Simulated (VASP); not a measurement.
A run of VASP 6.6.1 is set up as follows.

File INCAR:

```
SYSTEM = Tl
ALGO = Normal ; EDIFF = 1E-6
ENCUT = 520 ; GGA = CA
ISIF = 2 ; ISMEAR = 1
LASPH = .TRUE. ; LCHARG = .FALSE.
LREAL = .FALSE. ; LWAVE = .FALSE.
NBANDS = 20 ; NELM = 80
PREC = Accurate ; SIGMA = 0.3
```

KPOINTS

```
k-points
0
G
  11 11 6
  0 0 0
```

POSCAR

```
Tl
1.0
    3.4014029632      0.0000000000      0.0000000000
   -1.7007014816      2.9457013746      0.0000000000
    0.0000000000      0.0000000000      5.4430041633
Tl
2
Direct
    0.3333333333      0.6666666667      0.2500000000
    0.6666666667      0.3333333333      0.7500000000
```

Potentials or basis: VASP PAW LDA potentials, release 64 (Tl_d).

Run with:

```console
$ cat potpaw_LDA.64/Tl_d/POTCAR > POTCAR
$ mpirun -np 1 vasp_std > vasp.out
```

**Question.** Estimate the pressure.

**Answer.** 0.1 GPa.

**Question.** Estimate the band gap on the k mesh.

**Answer.** Zero (band 13 reaches 10.48 eV, above the bottom of band 14 at 4.51 eV).

Stress tensor (GPa, compression positive):
```
0.03 0.00 0.00
0.00 0.03 0.00
0.00 0.00 0.13
```

Caveat: spin-orbit coupling is left out, which moves the levels of the heavy elements.
